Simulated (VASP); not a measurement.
CaO:

```xyz
2
Lattice="0.0000 2.3976 2.3976 2.3976 0.0000 2.3976 2.3976 2.3976 0.0000" Properties=species:S:1:pos:R:3 pbc="T T T"
Ca    0.0000    0.0000    0.0000
O     2.3976    2.3976    2.3976
```

Base run:

| Item | Value |
| --- | --- |
| Program | VASP 6.6.1 |
| Functional | HSE06 |
| Potentials or basis | VASP PAW PBE potentials, release 64 (Ca_sv, O) |
| Cutoff | 520 eV |
| k mesh | 6 × 6 × 6 |
| Occupations | gaussian, width 0.01 eV |
| Spin | no spin polarisation |

Its results: band gap on the k mesh 5.29 eV, indirect (least direct gap 5.72 eV); pressure 1.0 GPa.

Problem. The run is repeated on the same cell with these changes: functional from HSE06 to PBE; further incar settings from ALGO = Normal; EDIFF = 1e-07; NBANDS = 15 to ALGO = Normal; EDIFF = 1e-06; NBANDS = 15. What comes out?

Solution. Band gap on the k mesh 3.63 eV, indirect (least direct gap 4.01 eV); pressure 3.1 GPa.

Caveats: the PAW data sets were made with another functional, which shifts forces and pressure a little (some runs).

A k mesh can miss the band edges.
